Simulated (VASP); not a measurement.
# Si26C27N (a cell with a defect) (Moissanite 3C) in VASP: electric field gradients with PBE

Aim: the electric field gradients of Si26C27N (a cell with a defect) (Moissanite 3C) with PBE.

All numbers are computed with VASP 6.6.1; they aren't measurements. Logs are shortened: lines on timing, memory, paths and dates and some standing lists are left out, and cuts for length are marked.

### Step 1. The cell of the first run

The cell holds a defect, 54 atoms: a = 9.245 Å, b = 9.245 Å, c = 9.245 Å, α = 60.00°, β = 60.00°, γ = 60.00°.

### Step 2. Electric field gradients, PBE

The input, INCAR:

```
PREC = Accurate
ENCUT = 520
EDIFF = 1E-8
ISMEAR = -1
SIGMA = 0.01
LREAL = Auto
LASPH = True
NELM = 100
ALGO = Normal
ISIF = 2
LWAVE = False
LCHARG = False
GGA = PE
LEFG = True
NBANDS = 142
```

The input, KPOINTS:

```
Automatic mesh
0
Gamma
  3 3 3
```

The input, POSCAR:

```
Si26C27N
1.0
    0.0000000000      6.5370000000      6.5370000000
    6.5370000000      0.0000000000      6.5370000000
    6.5370000000      6.5370000000      0.0000000000
N Si C
1 26 27
Direct
    0.0000000000      0.0000000000      0.0000000000
    0.0000000000      0.0000000000      0.3333333333
    0.0000000000      0.0000000000      0.6666666667
    0.0000000000      0.3333333333      0.0000000000
    0.0000000000      0.3333333333      0.3333333333
    0.0000000000      0.3333333333      0.6666666667
    0.0000000000      0.6666666667      0.0000000000
    0.0000000000      0.6666666667      0.3333333333
    0.0000000000      0.6666666667      0.6666666667
    0.3333333333      0.0000000000      0.0000000000
    0.3333333333      0.0000000000      0.3333333333
    0.3333333333      0.0000000000      0.6666666667
    0.3333333333      0.3333333333      0.0000000000
    0.3333333333      0.3333333333      0.3333333333
    0.3333333333      0.3333333333      0.6666666667
    0.3333333333      0.6666666667      0.0000000000
    0.3333333333      0.6666666667      0.3333333333
    0.3333333333      0.6666666667      0.6666666667
    0.6666666667      0.0000000000      0.0000000000
    0.6666666667      0.0000000000      0.3333333333
    0.6666666667      0.0000000000      0.6666666667
    0.6666666667      0.3333333333      0.0000000000
    0.6666666667      0.3333333333      0.3333333333
    0.6666666667      0.3333333333      0.6666666667
    0.6666666667      0.6666666667      0.0000000000
    0.6666666667      0.6666666667      0.3333333333
    0.6666666667      0.6666666667      0.6666666667
    0.0833333333      0.0833333333      0.0833333333
    0.0833333333      0.0833333333      0.4166666667
    0.0833333333      0.0833333333      0.7500000000
    0.0833333333      0.4166666667      0.0833333333
    0.0833333333      0.4166666667      0.4166666667
    0.0833333333      0.4166666667      0.7500000000
    0.0833333333      0.7500000000      0.0833333333
    0.0833333333      0.7500000000      0.4166666667
    0.0833333333      0.7500000000      0.7500000000
    0.4166666667      0.0833333333      0.0833333333
    0.4166666667      0.0833333333      0.4166666667
    0.4166666667      0.0833333333      0.7500000000
    0.4166666667      0.4166666667      0.0833333333
    0.4166666667      0.4166666667      0.4166666667
    0.4166666667      0.4166666667      0.7500000000
    0.4166666667      0.7500000000      0.0833333333
    0.4166666667      0.7500000000      0.4166666667
    0.4166666667      0.7500000000      0.7500000000
    0.7500000000      0.0833333333      0.0833333333
    0.7500000000      0.0833333333      0.4166666667
    0.7500000000      0.0833333333      0.7500000000
    0.7500000000      0.4166666667      0.0833333333
    0.7500000000      0.4166666667      0.4166666667
    0.7500000000      0.4166666667      0.7500000000
    0.7500000000      0.7500000000      0.0833333333
    0.7500000000      0.7500000000      0.4166666667
    0.7500000000      0.7500000000      0.7500000000
```

Potentials or basis: VASP PAW PBE potentials, release 64 (N, Si, C).

Run with:

```bash
> cat potpaw_PBE.64/N/POTCAR potpaw_PBE.64/Si/POTCAR potpaw_PBE.64/C/POTCAR > POTCAR
> mpirun -np 1 vasp_std > vasp.out
```

OUTCAR:

```text
PREC = Accurate
   ENCUT = 520
   EDIFF = 1E-8
   ISMEAR = -1
   LREAL = Auto
   LASPH = True
   NELM = 100
   ISIF = 2
   GGA = PE

 ion  position               nearest neighbor table
   1  0.000  0.000  0.000-  28 1.89  30 1.89  34 1.89  46 1.89
   2  0.000  0.000  0.333-  28 1.89  29 1.89  35 1.89  47 1.89  11 3.08  17 3.08  20 3.08  23 3.08
                             4 3.08   5 3.08   8 3.08  10 3.08  21 3.08   9 3.08   3 3.08
   3  0.000  0.000  0.667-  30 1.89  29 1.89  36 1.89  48 1.89  18 3.08  19 3.08  21 3.08  24 3.08
                             6 3.08   7 3.08   9 3.08  12 3.08  11 3.08   5 3.08   2 3.08
   4  0.000  0.333  0.000-  28 1.89  31 1.89  33 1.89  49 1.89  13 3.08  15 3.08  22 3.08  23 3.08
                             2 3.08   5 3.08   6 3.08  10 3.08   9 3.08  25 3.08   7 3.08
   5  0.000  0.333  0.333-  29 1.89  31 1.89  50 1.89  32 1.89  14 3.08  23 3.08   2 3.08   4 3.08
                            11 3.08  13 3.08   3 3.08   7 3.08  24 3.08  26 3.08   6 3.08   8 3.08
   6  0.000  0.333  0.667-  30 1.89  32 1.89  33 1.89  51 1.89  22 3.08  24 3.08   3 3.08   4 3.08
                            12 3.08  15 3.08  14 3.08  27 3.08   8 3.08   9 3.08   5 3.08
   7  0.000  0.667  0.000-  34 1.89  31 1.89  36 1.89  52 1.89  18 3.08  19 3.08  25 3.08  26 3.08
                             3 3.08   8 3.08   9 3.08  16 3.08  13 3.08   5 3.08   4 3.08
   8  0.000  0.667  0.333-  32 1.89  34 1.89  35 1.89  53 1.89  20 3.08  26 3.08   2 3.08   7 3.08
                            16 3.08  17 3.08  14 3.08  27 3.08   5 3.08   9 3.08   6 3.08
   9  0.000  0.667  0.667-  36 1.89  35 1.89  33 1.89  54 1.89  25 3.08  27 3.08   3 3.08   7 3.08
                            18 3.08  21 3.08   4 3.08   2 3.08  15 3.08  17 3.08   6 3.08   8 3.08
[... 61 lines left out ...]
  53  0.750  0.750  0.417-   8 1.89  20 1.89  26 1.89  27 1.89
  54  0.750  0.750  0.750-  27 1.89  21 1.89  25 1.89   9 1.89

  LATTYP: Found a face centered cubic cell.
 ALAT       =    13.0740000000

  Lattice vectors:

 A1 = (   0.0000000000,   6.5370000000,   6.5370000000)
 A2 = (   6.5370000000,   0.0000000000,   6.5370000000)
 A3 = (   6.5370000000,   6.5370000000,   0.0000000000)

Analysis of symmetry for initial positions (statically):
=====================================================================
 Subroutine PRICEL returns:
 Original cell was already a primitive cell.

 Routine SETGRP: Setting up the symmetry group for a
 face centered cubic supercell.

 Subroutine GETGRP returns: Found 24 space group operations
 (whereof 24 operations were pure point group operations)
 out of a pool of 48 trial point group operations.

The static configuration has the point symmetry T_d .

Analysis of symmetry for dynamics (positions and initial velocities):
=====================================================================
 Subroutine PRICEL returns:
 Original cell was already a primitive cell.

 Routine SETGRP: Setting up the symmetry group for a
 face centered cubic supercell.

 Subroutine GETGRP returns: Found 24 space group operations
 (whereof 24 operations were pure point group operations)
 out of a pool of 48 trial point group operations.

The dynamic configuration has the point symmetry T_d .

 Subroutine INISYM returns: Found 24 space group operations
 (whereof 24 operations are pure point group operations),
 and found     1 'primitive' translations

----------------------------------------------------------------------------------------

                                     Primitive cell

  volume of cell :     558.6830

  direct lattice vectors                    reciprocal lattice vectors
     0.000000000  6.537000000  6.537000000    -0.076487685  0.076487685  0.076487685
     6.537000000  0.000000000  6.537000000     0.076487685 -0.076487685  0.076487685
     6.537000000  6.537000000  0.000000000     0.076487685  0.076487685 -0.076487685

  length of vectors
     9.244714057  9.244714057  9.244714057     0.132480557  0.132480557  0.132480557

  position of ions in fractional coordinates (direct lattice)
     0.000000000  0.000000000  0.000000000
     0.000000000  0.000000000  0.333333333
     0.000000000  0.000000000  0.666666667
     0.000000000  0.333333333  0.000000000
     0.000000000  0.333333333  0.333333333
     0.000000000  0.333333333  0.666666667
[... 172 lines left out ...]
   EFERMI_NEDOS =   21; number of points for ismear=-14 and -15
   IALGO  =     38    algorithm
   IMIX   =      4    mixing-type and parameters
     AMIX     =   0.40;   BMIX     =  1.00
     AMIX_MAG =   1.60;   BMIX_MAG =  1.00
  volume/ion in A,a.u.               =      10.35        69.82
  Fermi-wavevector in a.u.,A,eV,Ry     =   1.194464  2.257209 19.412021  1.426743
  Thomas-Fermi vector in A             =   2.330453
   LORBIT       =      0    0 simple, 1 ext, 2 COOP (PROOUT), +10 PAW based schemes
   GGA     = PE    functional components
   LHFCALC =     F    Hartree Fock is set to
   AEXX    =    0.0000 exact exchange contribution
   IVDW    =     0    specifies the selected vdW correction
   LEPSILON=     F    determine dielectric tensor
   LRPA    =     F    only Hartree local field effects (RPA)
 non-spin polarized calculation
  energy-cutoff  :      520.00
  volume of cell :      558.68
 maximum number of plane-waves:     15070
 NGX is ok and might be reduce to    70
   NGX = 35   NGY = 35   NGZ = 35

 number of electron     217.0000001 magnetization

 Free energy of the ion-electron system (eV)
  ---------------------------------------------------
  ext. energy  EPLUGINS =         0.00000000
  ---------------------------------------------------
  free energy    TOTEN  =      -403.02977366 eV

  energy without entropy =     -403.02727438  energy(sigma->0) =     -403.02852402

 E-fermi :   9.3020     XC(G=0): -11.3264

 val. band max:        9.2910516241   @ k =   0.3333   0.3333   0.0000
 cond. band min:       9.4672133791   @ k =   0.3333   0.3333   0.0000
 fundamental gap:      0.1761617550
 Fermi energy:         9.3020377427

 k-point     1 :       0.0000    0.0000    0.0000
  band No.  band energies     occupation
      1      -7.8263      2.00000
      2      -6.9258      2.00000
      3      -5.4604      2.00000
      4      -5.4595      2.00000
      5      -5.4595      2.00000
      6      -5.4595      2.00000
[... 481 lines left out ...]
    119      12.3781      0.00000
    120      12.4138      0.00000
 [bands above 120 left out]

------------------------ aborting loop because EDIFF is reached ----------------------------------------

  FORCE on cell =-STRESS in cart. coord.  units (eV):
  Direction    XX          YY          ZZ          XY          YZ          ZX
  --------------------------------------------------------------------------------------
  -------------------------------------------------------------------------------------
  Total        5.2148141      5.2148141      5.2148141      0.0000000     -0.0000000      0.0000000
  in kB       14.9549154     14.9549154     14.9549154      0.0000000     -0.0000000      0.0000000
  external PRESSURE =      14.9549154 kB  Pullay stress =       0.0000000 kB

 VOLUME and BASIS-vectors are now :
 -----------------------------------------------------------------------------
  energy-cutoff  :      520.00
  volume of cell :      558.68
      direct lattice vectors                 reciprocal lattice vectors
     0.000000000  6.537000000  6.537000000    -0.076487685  0.076487685  0.076487685
     6.537000000  0.000000000  6.537000000     0.076487685 -0.076487685  0.076487685
     6.537000000  6.537000000  0.000000000     0.076487685  0.076487685 -0.076487685

 POSITION                                       TOTAL-FORCE (eV/Angst)
 -----------------------------------------------------------------------------------
      0.00000      0.00000      0.00000         0.000000      0.000000      0.000000
      2.17900      2.17900      0.00000        -0.249237     -0.249237     -0.420774
      4.35800      4.35800      0.00000         0.249237      0.249237     -0.420774
      2.17900      0.00000      2.17900        -0.249237     -0.420774     -0.249237
      4.35800      2.17900      2.17900         0.051116     -0.051116     -0.051116
      6.53700      4.35800      2.17900         0.420774      0.249237     -0.249237
[... 46 lines left out ...]
      7.62650      7.62650      9.80550         0.018645      0.018645     -0.041476
      9.80550      9.80550      9.80550         0.000000      0.000000      0.000000
 -----------------------------------------------------------------------------------
    total drift:                                0.000001      0.000001      0.000001

  FREE ENERGIE OF THE ION-ELECTRON SYSTEM (eV)
  ---------------------------------------------------
  free  energy   TOTEN  =      -403.0297736560 eV

  energy  without entropy=     -403.0272743820  energy(sigma->0) =     -403.02852402

 Electric field gradients (V/A^2)
---------------------------------------------------------------------
 ion       V_xx      V_yy      V_zz      V_xy      V_xz      V_yz
---------------------------------------------------------------------
   1      -0.000    -0.000     0.000     0.001     0.001     0.001
   2       0.192     0.192    -0.385     0.147     0.776     0.776
   3       0.192     0.192    -0.385     0.147    -0.776    -0.776
   4       0.192    -0.385     0.192     0.776     0.147     0.776
   5       0.000    -0.000    -0.000     0.519     0.519    -0.519
   6      -0.385     0.192     0.192     0.776    -0.776    -0.147
[... 46 lines left out ...]
  53       0.065     0.065    -0.131    -0.195     0.013     0.013
  54       0.000     0.000     0.000     0.001     0.001     0.001
---------------------------------------------------------------------

 Electric field gradients after diagonalization (V/A^2)
 (convention: |V_zz| > |V_xx| > |V_yy|)
----------------------------------------------------------------------
 ion       V_xx      V_yy      V_zz     asymmetry (V_yy - V_xx)/ V_zz
----------------------------------------------------------------------
   1      -0.001    -0.001     0.001       0.000
   2       1.133     0.045    -1.179       0.923
   3       1.133     0.045    -1.179       0.923
   4       1.133     0.045    -1.179       0.923
   5       0.519     0.519    -1.037       0.000
   6       1.133     0.045    -1.179       0.923
[... 46 lines left out ...]
  53      -0.149    -0.111     0.260       0.146
  54      -0.001    -0.001     0.001       0.000
----------------------------------------------------------------------

           NMR quadrupolar parameters

 Cq : quadrupolar parameter    Cq=e*Q*V_zz/h
 eta: asymmetry parameters     (V_yy - V_xx)/ V_zz
 Q  : nuclear electric quadrupole moment in mb (millibarn)
----------------------------------------------------------------------
 ion       Cq(MHz)       eta       Q (mb)
----------------------------------------------------------------------
   1       0.000       0.000       1.000
   2      -0.003       0.923       1.000
   3      -0.003       0.923       1.000
   4      -0.003       0.923       1.000
   5      -0.003       0.000       1.000
   6      -0.003       0.923       1.000
[... 46 lines left out ...]
  53       0.001       0.146       1.000
  54       0.000       0.000       1.000
----------------------------------------------------------------------
```

Wall time 15 min (1 thread of Intel Xeon Platinum 8488C (Sapphire Rapids), shared host); peak memory 0.77 GiB.

What came out:

| Item | Value |
| --- | --- |
| Free energy | -403.0298 eV |
| Pressure | 1.5 GPa |
| Largest force | 0.782 eV/Å |

Forces on the atoms (eV/Å):
```
N    0.000  0.000  0.000
Si  -0.249 -0.249 -0.421
Si   0.249  0.249 -0.421
Si  -0.249 -0.421 -0.249
Si   0.051 -0.051 -0.051
Si   0.421  0.249 -0.249
Si   0.249 -0.421  0.249
Si   0.421 -0.249  0.249
Si  -0.002  0.002  0.002
Si  -0.421 -0.249 -0.249
Si  -0.051  0.051 -0.051
Si   0.249  0.421 -0.249
Si  -0.051 -0.051  0.051
Si   0.051  0.051  0.051
Si   0.000  0.000 -0.046
Si   0.249 -0.249  0.421
Si   0.000 -0.046  0.000
Si   0.046  0.000  0.000
Si  -0.421  0.249  0.249
Si  -0.249  0.421  0.249
Si   0.002 -0.002  0.002
Si  -0.249  0.249  0.421
Si  -0.046  0.000  0.000
Si   0.000  0.046  0.000
Si   0.002  0.002 -0.002
Si   0.000  0.000  0.046
Si  -0.002 -0.002 -0.002
C   -0.451 -0.451 -0.451
C    0.000  0.000  0.222
C    0.451  0.451 -0.451
C    0.000  0.222  0.000
C   -0.222  0.000  0.000
C    0.019 -0.019  0.041
C    0.451 -0.451  0.451
C    0.019  0.041 -0.019
C   -0.041 -0.019 -0.019
C    0.222  0.000  0.000
C    0.000 -0.222  0.000
C   -0.019  0.019  0.041
C    0.000  0.000 -0.222
C   -0.021 -0.021 -0.021
C    0.021  0.021 -0.021
C   -0.019  0.041  0.019
C    0.021 -0.021  0.021
C   -0.041  0.019  0.019
C   -0.451  0.451  0.451
C    0.041  0.019 -0.019
C   -0.019 -0.041 -0.019
C    0.041 -0.019  0.019
C   -0.021  0.021  0.021
C    0.019 -0.041  0.019
C   -0.019 -0.019 -0.041
C    0.019  0.019 -0.041
C    0.000  0.000  0.000
```

Levels at points of the mesh, in eV from the Fermi level:
```csv
k point,band 106,band 107,band 108,band 109,band 110,band 111,band 112,band 113
"(0.00, 0.00, 0.00)",-1.41,-1.41,-1.41,-0.82,1.19,1.19,1.19,1.24
```

Electric field gradients, principal values (V/Å²):
| atom | least | middle | greatest (by size) |
| --- | --- | --- | --- |
| 1 N | -0.001 | -0.001 | 0.001 |
| 2 Si | 0.045 | 1.133 | -1.179 |
| 3 Si | 0.045 | 1.133 | -1.179 |
| 4 Si | 0.045 | 1.133 | -1.179 |
| 5 Si | 0.519 | 0.519 | -1.037 |
| 6 Si | 0.045 | 1.133 | -1.179 |
| 7 Si | 0.045 | 1.133 | -1.179 |
| 8 Si | 0.045 | 1.133 | -1.179 |
| 9 Si | 0.195 | 0.195 | -0.390 |
| 10 Si | 0.045 | 1.133 | -1.179 |
| 11 Si | 0.519 | 0.519 | -1.037 |
| 12 Si | 0.045 | 1.133 | -1.179 |
| 13 Si | 0.519 | 0.519 | -1.037 |
| 14 Si | 0.519 | 0.519 | -1.037 |
| 15 Si | 0.074 | 0.468 | -0.542 |
| 16 Si | 0.045 | 1.133 | -1.179 |
| 17 Si | 0.074 | 0.468 | -0.542 |
| 18 Si | 0.074 | 0.468 | -0.542 |
| 19 Si | 0.045 | 1.133 | -1.179 |
| 20 Si | 0.045 | 1.133 | -1.179 |
| 21 Si | 0.195 | 0.195 | -0.390 |
| 22 Si | 0.045 | 1.133 | -1.179 |
| 23 Si | 0.074 | 0.468 | -0.542 |
| 24 Si | 0.074 | 0.468 | -0.542 |
| 25 Si | 0.195 | 0.195 | -0.390 |
| 26 Si | 0.074 | 0.468 | -0.542 |
| 27 Si | 0.195 | 0.195 | -0.390 |
| 28 C | -25.554 | -25.554 | 51.108 |
| 29 C | -1.573 | -1.617 | 3.190 |
| 30 C | -25.554 | -25.554 | 51.107 |
| 31 C | -1.573 | -1.617 | 3.190 |
| 32 C | -1.573 | -1.617 | 3.190 |
| 33 C | -0.112 | -0.149 | 0.261 |
| 34 C | -25.554 | -25.554 | 51.107 |
| 35 C | -0.112 | -0.149 | 0.261 |
| 36 C | -0.112 | -0.148 | 0.260 |
| 37 C | -1.573 | -1.617 | 3.190 |
| 38 C | -1.573 | -1.617 | 3.190 |
| 39 C | -0.112 | -0.149 | 0.261 |
| 40 C | -1.573 | -1.617 | 3.190 |
| 41 C | -0.190 | -0.190 | 0.379 |
| 42 C | -0.189 | -0.189 | 0.378 |
| 43 C | -0.112 | -0.149 | 0.261 |
| 44 C | -0.189 | -0.189 | 0.378 |
| 45 C | -0.111 | -0.149 | 0.260 |
| 46 C | -25.554 | -25.554 | 51.107 |
| 47 C | -0.112 | -0.149 | 0.261 |
| 48 C | -0.112 | -0.148 | 0.260 |
| 49 C | -0.112 | -0.149 | 0.261 |
| 50 C | -0.189 | -0.189 | 0.378 |
| 51 C | -0.111 | -0.149 | 0.260 |
| 52 C | -0.112 | -0.148 | 0.260 |
| 53 C | -0.111 | -0.149 | 0.260 |
| 54 C | -0.001 | -0.001 | 0.001 |

Caveat: without QUAD_EFG the Cq values of the log hold for a quadrupole moment of 1 mb, not for the nuclei.
